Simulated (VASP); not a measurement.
# LiSi16 (a cell with a defect) in VASP: single point with LDA

Aim: the single point of LiSi16 (a cell with a defect) with LDA.

All numbers are computed with VASP 6.6.1; they aren't measurements. Logs are shortened: lines on timing, memory, paths and dates and some standing lists are left out, and cuts for length are marked.

## 1. The cell of the first run

The cell holds a defect, 17 atoms: a = 7.679 Å, b = 7.679 Å, c = 7.679 Å, α = 60.00°, β = 60.00°, γ = 60.00°.

## 2. Single point, LDA, collinear spin, zero start

The input, INCAR:

```
PREC = Accurate
ENCUT = 520
EDIFF = 1E-7
ISMEAR = 0
SIGMA = 0.02
LREAL = Auto
LASPH = T
NELM = 150
ALGO = Normal
ISIF = 2
LWAVE = F
LCHARG = F
ISPIN = 2
MAGMOM = 0 0 0 0 0 0 0 0 0 0 0 0 0 0 0 0 0
LORBIT = 11
GGA = CA
NBANDS = 52
```

The input, KPOINTS:

```
regular mesh
0
Gamma
  2 2 2
```

The input, POSCAR:

```
LiSi16
1.0
    0.0000000000      5.4300000000      5.4300000000
    5.4300000000      0.0000000000      5.4300000000
    5.4300000000      5.4300000000      0.0000000000
Si Li
16 1
Direct
    0.0090137201     -0.0271586556      0.0093951197
    0.1185784530      0.1210895028      0.1193473297
   -0.0167093923      0.0045173112      0.5063342541
    0.1186790055      0.1210368324      0.6415359116
   -0.0007083794      0.4953048803     -0.0000301105
    0.1325918969      0.6014646409      0.1334744015
   -0.0007598527      0.4951563536      0.5064939227
    0.1187762431      0.6304193370      0.6257909761
    0.5057941068      0.0045563536     -0.0159224678
    0.6412186004      0.1211156538      0.1191651934
    0.5058965930      0.0045674954      0.5061851750
    0.6154771639      0.1526806630      0.6163267035
    0.5056172192      0.4952507366     -0.0000383978
    0.6251285451      0.6302920810      0.1195860037
    0.4918324125      0.5240624309      0.4925025783
    0.6251626151      0.6304550645      0.6258220994
    0.3123878453      1.0626615101      0.3124769797
```

Potentials or basis: VASP PAW LDA potentials, release 64 (Si, Li_sv).

On the command line:

```bash
> cat potpaw_LDA.64/Si/POTCAR potpaw_LDA.64/Li_sv/POTCAR > POTCAR
> mpirun -np 1 vasp_std > vasp.out
```

OUTCAR:

```text
PREC = Accurate
   ENCUT = 520
   EDIFF = 1E-7
   ISMEAR = 0
   LREAL = Auto
   LASPH = T
   NELM = 150
   ISIF = 2
   ISPIN = 2
   LORBIT = 11
   GGA = CA

 ion  position               nearest neighbor table
   1  0.009  0.973  0.009-   2 2.31  10 2.31   4 2.31   6 2.33
   2  0.119  0.121  0.119-   1 2.31  17 2.34   5 2.35   3 2.43   9 2.43
   3  0.983  0.005  0.506-  12 2.31  17 2.35   8 2.35   2 2.43   4 2.43
   4  0.119  0.121  0.642-   1 2.31  17 2.35   7 2.35   3 2.43  11 2.43
   5  0.999  0.495  1.000-   6 2.34  14 2.35   8 2.35   2 2.35
   6  0.133  0.601  0.133-   1 2.33   5 2.34   7 2.34  13 2.34
   7  0.999  0.495  0.506-   6 2.34  16 2.35   8 2.35   4 2.35
   8  0.119  0.630  0.626-  15 2.34   7 2.35   3 2.35   5 2.35
   9  0.506  0.005  0.984-  12 2.31  17 2.34  14 2.35  10 2.43   2 2.43
  10  0.641  0.121  0.119-   1 2.31  17 2.35  13 2.35  11 2.43   9 2.43
  11  0.506  0.005  0.506-  12 2.31  17 2.35  16 2.35  10 2.43   4 2.43
  12  0.615  0.153  0.616-   9 2.31   3 2.31  11 2.31  15 2.33
  13  0.506  0.495  1.000-   6 2.34  16 2.35  10 2.35  14 2.35
  14  0.625  0.630  0.120-  15 2.34   5 2.35  13 2.35   9 2.35
  15  0.492  0.524  0.493-  12 2.33  14 2.34  16 2.34   8 2.34
  16  0.625  0.630  0.626-  15 2.34   7 2.35  11 2.35  13 2.35
  17  0.312  0.063  0.312-   9 2.34   2 2.34  10 2.35   3 2.35  11 2.35   4 2.35

  LATTYP: Found a face centered cubic cell.
 ALAT       =    10.8600000000

  Lattice vectors:

 A1 = (   0.0000000000,   5.4300000000,   5.4300000000)
 A2 = (   5.4300000000,   0.0000000000,   5.4300000000)
 A3 = (   5.4300000000,   5.4300000000,   0.0000000000)

Analysis of symmetry for initial positions (statically):
=====================================================================
 Subroutine PRICEL returns:
 Original cell was already a primitive cell.

 Routine SETGRP: Setting up the symmetry group for a
 face centered cubic supercell.

 Subroutine GETGRP returns: Found  1 space group operations
 (whereof  1 operations were pure point group operations)
 out of a pool of 48 trial point group operations.

The static configuration has the point symmetry C_1 .

Analysis of symmetry for dynamics (positions and initial velocities):
=====================================================================
 Subroutine PRICEL returns:
 Original cell was already a primitive cell.

 Routine SETGRP: Setting up the symmetry group for a
 face centered cubic supercell.

 Subroutine GETGRP returns: Found  1 space group operations
 (whereof  1 operations were pure point group operations)
 out of a pool of 48 trial point group operations.

The dynamic configuration has the point symmetry C_1 .

Analysis of structural, dynamic, and magnetic symmetry:
=====================================================================
 Subroutine PRICEL returns:
 Original cell was already a primitive cell.

 Routine SETGRP: Setting up the symmetry group for a
 face centered cubic supercell.

 Subroutine GETGRP returns: Found  1 space group operations
 (whereof  1 operations were pure point group operations)
 out of a pool of 48 trial point group operations.

The overall configuration has the point symmetry C_1 .

 Subroutine INISYM returns: Found  1 space group operations
 (whereof  1 operations are pure point group operations),
 and found     1 'primitive' translations

----------------------------------------------------------------------------------------

                                     Primitive cell

  volume of cell :     320.2060

  direct lattice vectors                    reciprocal lattice vectors
     0.000000000  5.430000000  5.430000000    -0.092081031  0.092081031  0.092081031
     5.430000000  0.000000000  5.430000000     0.092081031 -0.092081031  0.092081031
     5.430000000  5.430000000  0.000000000     0.092081031  0.092081031 -0.092081031

  length of vectors
     7.679179644  7.679179644  7.679179644     0.159489025  0.159489025  0.159489025

  position of ions in fractional coordinates (direct lattice)
     0.009013720  0.972841344  0.009395120
     0.118578453  0.121089503  0.119347330
     0.983290608  0.004517311  0.506334254
     0.118679005  0.121036832  0.641535912
     0.999291621  0.495304880  0.999969890
     0.132591897  0.601464641  0.133474402
[... 9 lines left out ...]
     0.625162615  0.630455064  0.625822099
     0.312387845  0.062661510  0.312476980

  ion indices of the primitive-cell ions
   primitive index   ion index
                 1           1
                 2           2
                 3           3
                 4           4
                 5           5
                 6           6
[... 9 lines left out ...]
                16          16
                17          17

----------------------------------------------------------------------------------------

 KPOINTS: regular mesh

Automatic generation of k-mesh.
 Grid dimensions read from file:
 generate k-points for:    2    2    2

 Generating k-lattice:

  Cartesian coordinates                     Fractional coordinates (reciprocal lattice)
    -0.046040516  0.046040516  0.046040516     0.500000000  0.000000000  0.000000000
     0.046040516 -0.046040516  0.046040516     0.000000000  0.500000000  0.000000000
     0.046040516  0.046040516 -0.046040516     0.000000000  0.000000000  0.500000000

  Length of vectors
     0.079744512  0.079744512  0.079744512

  Shift w.r.t. Gamma in fractional coordinates (k-lattice)
     0.000000000  0.000000000  0.000000000

 Subroutine IBZKPT returns following result:
 ===========================================

 Found      8 irreducible k-points:

 Following reciprocal coordinates:
            Coordinates               Weight
  0.000000  0.000000  0.000000      1.000000
  0.500000  0.000000  0.000000      1.000000
  0.000000  0.500000  0.000000      1.000000
  0.000000  0.000000  0.500000      1.000000
  0.500000  0.500000  0.500000      1.000000
  0.500000  0.500000  0.000000      1.000000
  0.000000  0.500000  0.500000      1.000000
  0.500000  0.000000  0.500000      1.000000
   k-points           NKPTS =      8   k-points in BZ     NKDIM =      8   number of bands    NBANDS=     52
   number of dos      NEDOS =    301   number of ions     NIONS =     17
   total plane-waves  NPLWV = 216000
   dimension x,y,z NGX =    60 NGY =   60 NGZ =   60
   dimension x,y,z NGXF=   120 NGYF=  120 NGZF=  120
   ions per type =              16   1
   NGX,Y,Z   is equivalent  to a cutoff of  12.99, 12.99, 12.99 a.u.
   NGXF,Y,Z  is equivalent  to a cutoff of  25.98, 25.98, 25.98 a.u.
 SYSTEM =  unknown system
   PREC   = accura    normal or accurate (medium, high low for compatibility)
   ISTART =      0    job   : 0-new  1-cont  2-samecut
   ICHARG =      2    charge: 1-file 2-atom 10-const
   ISPIN  =      2    spin polarized calculation?
   LNONCOLLINEAR =      F non collinear calculations
   LSORBIT =      F    spin-orbit coupling
   LASPH  =      T    aspherical Exc in radial PAW
   ENCUT  =  520.0 eV  38.22 Ry    6.18 a.u.  14.28 14.28 14.28*2*pi/ulx,y,z
   NELM   =    150;   NELMIN=  2; NELMDL= -5     # of ELM steps
   EDIFF  = 0.1E-06   stopping-criterion for ELM
   LREAL  =      T    real-space projection
   EDIFFG = 0.1E-05   stopping-criterion for IOM
   NSW    =      0    number of steps for IOM
   IBRION =     -1    ionic relax: 0-MD 1-quasi-New 2-CG
   NFREE  =      0    steps in history (QN), initial steepest desc. (CG)
   ISIF   =      2    stress and relaxation
   ISYM   =      2    0-nonsym 1-usesym 2-fastsym
   POTIM  = 0.5000    time-step for ionic-motion
   TEBEG  =    0.0;   TEEND  =   0.0 temperature during run
   PSTRESS=    0.0 pullay stress
   NELECT =      67.0000    total number of electrons
   NUPDOWN=      -1.0000    fix difference up-down
   EMIN   =  10.00;   EMAX   =-10.00  energy-range for DOS
   EFERMI =   0.00;   METHOD = LEGACY
   ISMEAR =     0;   SIGMA  =   0.02  broadening in eV -4-tet -1-fermi 0-gaus
   EFERMI_NEDOS =   21; number of points for ismear=-14 and -15
   IALGO  =     38    algorithm
   IMIX   =      4    mixing-type and parameters
     AMIX     =   0.40;   BMIX     =  1.00
     AMIX_MAG =   1.60;   BMIX_MAG =  1.00
  volume/ion in A,a.u.               =      18.84       127.11
  Fermi-wavevector in a.u.,A,eV,Ry     =   0.971904  1.836632 12.852022  0.944597
  Thomas-Fermi vector in A             =   2.102159
   LORBIT       =     11    0 simple, 1 ext, 2 COOP (PROOUT), +10 PAW based schemes
   GGA     = CA    functional components
   LHFCALC =     F    Hartree Fock is set to
   AEXX    =    0.0000 exact exchange contribution
   IVDW    =     0    specifies the selected vdW correction
   LEPSILON=     F    determine dielectric tensor
   LRPA    =     F    only Hartree local field effects (RPA)
 spin polarized calculation
 Gauss-broadening in eV      SIGMA  =   0.02
  energy-cutoff  :      520.00
  volume of cell :      320.21
 maximum number of plane-waves:      8646
 NGX is ok and might be reduce to    60
   NGX = 29   NGY = 29   NGZ = 29

 number of electron      67.0000001 magnetization       0.0003682

 number of electron      67.0000001 magnetization      -0.0000999

 Free energy of the ion-electron system (eV)
  ---------------------------------------------------
  ext. energy  EPLUGINS =         0.00000000
  ---------------------------------------------------
  free energy    TOTEN  =       -95.39582831 eV

  energy without entropy =      -95.39300858  energy(sigma->0) =      -95.39441845

 E-fermi :   6.5369     XC(G=0):  -9.7140

 val. band max:        6.5365207405   @ k =   0.0000   0.0000   0.0000
 cond. band min:       6.5373400825   @ k =   0.0000   0.0000   0.0000
 fundamental gap:      0.0008193419
 Fermi energy:         6.5369303966

 spin component 1

 k-point     1 :       0.0000    0.0000    0.0000
  band No.  band energies     occupation
      1     -39.3674      1.00000
      2      -6.0098      1.00000
      3      -3.7785      1.00000
      4      -3.6892      1.00000
      5      -3.6882      1.00000
      6      -3.6528      1.00000
[... 373 lines left out ...]
     44      10.0902      0.00000
     45      10.1336      0.00000
 Fermi energy:         6.5369303966

 spin component 2

 k-point     1 :       0.0000    0.0000    0.0000
  band No.  band energies     occupation
      1     -39.3674      1.00000
      2      -6.0099      1.00000
      3      -3.7785      1.00000
      4      -3.6892      1.00000
      5      -3.6882      1.00000
      6      -3.6528      1.00000
[... 373 lines left out ...]
     44      10.0902      0.00000
     45      10.1336      0.00000
 [bands above 45 left out]

------------------------ aborting loop because EDIFF is reached ----------------------------------------

  FORCE on cell =-STRESS in cart. coord.  units (eV):
  Direction    XX          YY          ZZ          XY          YZ          ZX
  --------------------------------------------------------------------------------------
  -------------------------------------------------------------------------------------
  Total        1.1229504      1.1174613      1.1131196      0.8684428      0.8161892     -0.8360933
  in kB        5.6187753      5.5913101      5.5695860      4.3453254      4.0838701     -4.1834621
  external PRESSURE =       5.5932238 kB  Pullay stress =       0.0000000 kB

 VOLUME and BASIS-vectors are now :
 -----------------------------------------------------------------------------
  energy-cutoff  :      520.00
  volume of cell :      320.21
      direct lattice vectors                 reciprocal lattice vectors
     0.000000000  5.430000000  5.430000000    -0.092081031  0.092081031  0.092081031
     5.430000000  0.000000000  5.430000000     0.092081031 -0.092081031  0.092081031
     5.430000000  5.430000000  0.000000000     0.092081031  0.092081031 -0.092081031

 POSITION                                       TOTAL-FORCE (eV/Angst)
 -----------------------------------------------------------------------------------
      5.33354      0.09996      5.33147         0.013027     -0.016771      0.013590
      1.30557      1.29194      1.30140         0.007012      0.005267      0.013586
      2.77392      8.08866      5.36380        -0.006080      0.011754      0.013624
      4.14077      4.12797      1.30166        -0.016184     -0.004427      0.008383
      8.11934     10.85599      8.11566        -0.002184     -0.002571     -0.000560
      3.99072      1.44474      3.98593         0.004031     -0.002397      0.006159
[... 9 lines left out ...]
      6.82158      6.79285      6.81800        -0.003822      0.000711     -0.009050
      2.03700      3.39302      2.03652         0.016209      0.013750     -0.006163
 -----------------------------------------------------------------------------------
    total drift:                                0.000029     -0.005732      0.004430

  FREE ENERGIE OF THE ION-ELECTRON SYSTEM (eV)
  ---------------------------------------------------
  free  energy   TOTEN  =       -95.3958283105 eV

  energy  without entropy=      -95.3930085805  energy(sigma->0) =      -95.39441845

 total charge

# of ion       s       p       d       tot
------------------------------------------
    1        0.747   0.973   0.000   1.720
    2        0.753   0.958   0.000   1.711
    3        0.753   0.958   0.000   1.710
    4        0.753   0.958   0.000   1.710
    5        0.748   0.959   0.000   1.707
    6        0.745   0.968   0.000   1.712
[... 9 lines left out ...]
   16        0.748   0.959   0.000   1.707
   17        2.043   0.139   0.000   2.183
--------------------------------------------------
tot         14.028  15.522   0.000  29.550

 magnetization (x)

# of ion       s       p       d       tot
------------------------------------------
    1        0.000  -0.000   0.000  -0.000
    2       -0.000  -0.000   0.000  -0.000
    3       -0.000  -0.000   0.000  -0.000
    4       -0.000  -0.000   0.000  -0.000
    5       -0.000  -0.000   0.000  -0.000
    6        0.000  -0.000   0.000  -0.000
[... 9 lines left out ...]
   16       -0.000  -0.000   0.000  -0.000
   17        0.000  -0.000   0.000  -0.000
--------------------------------------------------
tot         -0.000  -0.000   0.000  -0.000
```

It took 22 min on 1 thread of Oxide Virtual Turin-like, shared host; peak memory 0.44 GiB.

What came out:

```
Free energy                                           : -95.3958 eV
Largest force                                         : 0.025 eV/Å
Net moment                                            : 0.00 μB per cell
Valence electrons inside the program's atomic spheres : Si 1.72, 1.71 (each value once); Li 2.18
```

Forces in eV/Å, atoms in the order of the input:
```
Si   0.013 -0.017  0.014
Si   0.007  0.005  0.014
Si  -0.006  0.012  0.014
Si  -0.016 -0.004  0.008
Si  -0.002 -0.003 -0.001
Si   0.004 -0.002  0.006
Si   0.000 -0.005  0.007
Si  -0.002  0.008 -0.002
Si  -0.001  0.007 -0.011
Si   0.011 -0.011 -0.012
Si  -0.003 -0.014 -0.011
Si  -0.017  0.011 -0.010
Si   0.002  0.000  0.003
Si  -0.002 -0.004  0.002
Si   0.000  0.003 -0.005
Si  -0.004  0.001 -0.009
Li   0.016  0.014 -0.006
```

Levels at points of the mesh, in eV from the Fermi level:
Spin up:
```
           k point  band 29  band 30  band 31  band 32  band 33  band 34  band 35  band 36  band 37  band 38
(0.00, 0.00, 0.00)    -1.78    -1.62    -0.63    -0.58    -0.58    -0.44    -0.09    -0.09     0.00     0.00
(0.50, 0.00, 0.00)    -2.70    -1.41    -1.41    -1.38    -1.32     0.35     0.58     0.74     0.77     0.85
(0.00, 0.50, 0.00)    -2.62    -1.38    -1.37    -1.33    -1.33     0.58     0.58     0.59     0.97     0.97
(0.00, 0.00, 0.50)    -2.70    -1.42    -1.41    -1.38    -1.32     0.35     0.58     0.74     0.77     0.85
(0.50, 0.50, 0.50)    -2.70    -1.42    -1.41    -1.38    -1.32     0.35     0.58     0.74     0.77     0.85
(0.50, 0.50, 0.00)    -2.39    -2.02    -2.00    -1.92    -1.86     0.25     0.43     1.49     1.58     1.75
(0.00, 0.50, 0.50)    -2.40    -2.01    -2.00    -1.92    -1.86     0.25     0.43     1.49     1.58     1.75
(0.50, 0.00, 0.50)    -2.40    -2.01    -2.00    -1.92    -1.86     0.25     0.43     1.49     1.58     1.75
```
Spin down:
| k point | band 31 | band 32 | band 33 | band 34 | band 35 | band 36 |
| --- | --- | --- | --- | --- | --- | --- |
| (0.00, 0.00, 0.00) | -0.63 | -0.58 | -0.58 | -0.44 | -0.09 | -0.09 |
| (0.50, 0.00, 0.00) | -1.41 | -1.38 | -1.32 | 0.35 | 0.58 | 0.74 |
| (0.00, 0.50, 0.00) | -1.37 | -1.33 | -1.33 | 0.58 | 0.58 | 0.59 |
| (0.00, 0.00, 0.50) | -1.41 | -1.38 | -1.32 | 0.35 | 0.58 | 0.74 |
| (0.50, 0.50, 0.50) | -1.41 | -1.38 | -1.32 | 0.35 | 0.58 | 0.74 |
| (0.50, 0.50, 0.00) | -2.00 | -1.92 | -1.86 | 0.25 | 0.43 | 1.49 |
| (0.00, 0.50, 0.50) | -2.00 | -1.92 | -1.86 | 0.25 | 0.43 | 1.49 |
| (0.50, 0.00, 0.50) | -2.00 | -1.92 | -1.86 | 0.25 | 0.43 | 1.49 |

Caveat: the k points lie up to 0.50 Å⁻¹ apart; the cutoff is under 1.25 times the usual one of these potentials, so pressure, stress and relaxed cells hold a basis-set (Pulay) error.
